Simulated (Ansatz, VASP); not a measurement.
WSe4: VASP beside Ansatz

File INCAR:

```
SYSTEM = WSe4
ALGO     = Normal         ! electronic algorithm
EDIFF    = 1E-6           ! SCF threshold, eV
ENCUT    = 520            ! plane-wave cutoff, eV
GGA      = PE             ! functional
ISIF     = 2              ! what is computed and relaxed
ISMEAR   = 0              ! smearing method
ISPIN    = 2              ! spin polarisation
LASPH    = .True.         ! aspherical terms in the spheres
LCHARG   = .False.        ! write CHGCAR
LMAXMIX  = 4              ! l up to which the mixer works
LORBIT   = 11             ! projections on sites
LREAL    = .False.        ! projectors in reciprocal space
LWAVE    = .False.        ! write WAVECAR
MAGMOM   = -0.05 0.13 0.13 0.13 0.13 ! initial moments
NBANDS   = 31             ! bands
NELM     = 150            ! most SCF steps
PREC     = Accurate       ! precision mode
SIGMA    = 0.1            ! smearing width, eV
```

KPOINTS

```
k-points
0
Gamma
  4 4 4
  0 0 0
```

The input POSCAR:

```
WSe4
1.0
    5.2206496800      0.0000000000      0.0000000000
    0.0000000000      5.2206496800      0.0000000000
    0.0000000000      0.0000000000      5.2206496800
W Se
1 4
Direct
    0.0000000000      0.0000000000      0.0000000000
    0.2500000000      0.2500000000      0.2500000000
    0.7500000000      0.7500000000      0.2500000000
    0.2500000000      0.7500000000      0.7500000000
    0.7500000000      0.2500000000      0.7500000000
```

Input for Ansatz:

```yaml
crystal:
  lattice:
    - [5.22064968, 0.0, 0.0]
    - [0.0, 5.22064968, 0.0]
    - [0.0, 0.0, 5.22064968]
  atoms:
    - { symbol: W, position: [0.0, 0.0, 0.0] }
    - { symbol: Se, position: [0.25, 0.25, 0.25] }
    - { symbol: Se, position: [0.75, 0.75, 0.25] }
    - { symbol: Se, position: [0.25, 0.75, 0.75] }
    - { symbol: Se, position: [0.75, 0.25, 0.75] }
basis:
  ecutwfc: 420
kpoints:
  mp_grid: { grid: [4, 4, 4] }
hamiltonian:
  xc: pbe
scf:
  occupations: { method: gaussian, width: 0.1 }
  lower_state_search: "off"
output:
  forces: true
  stress: true
  eigenvalues: true
  populations: true
magnetization:
  spin_polarized: true
```

Change from the starting cell: species swapped into the SnI4 type (P-43m, No. 215).

Alike in both runs: task single point; functional PBE; k mesh 4 × 4 × 4; occupations gaussian, width 0.1 eV; collinear spin.

|  | VASP | Ansatz |
| --- | --- | --- |
| version | VASP 6.6.1 | Ansatz 0.2.0 |
| potentials or method | VASP PAW PBE potentials, release 64 (W_sv, Se), cutoff 520 eV | scalar-relativistic, plane waves, PAW |
| valence electrons in the cell | 38 | 78 |

Ansatz gave:

* gap on the k mesh at the Fermi level (eV): none
* pressure (GPa): 6.0
* net moment per atom (μB): 0.18
* size of the moment on the site where the two differ most (μB): 0.12

Problem. What did VASP give for the same quantities?

Solution. gap on the k mesh at the Fermi level (eV): none; pressure (GPa): 6.2; net moment per atom (μB): 0.18; size of the moment on the site where the two differ most (μB): 0.16.

Site moments also hang on the region over which each program counts them. A gap of «none» marks a metal or a gap that the smearing closes. VASP's potentials hold 38 valence electrons a cell and Ansatz's 78, so a difference there can come from the potentials and not from the codes. Ansatz's warnings: no starting moments.

Neither program's run includes spin-orbit coupling.
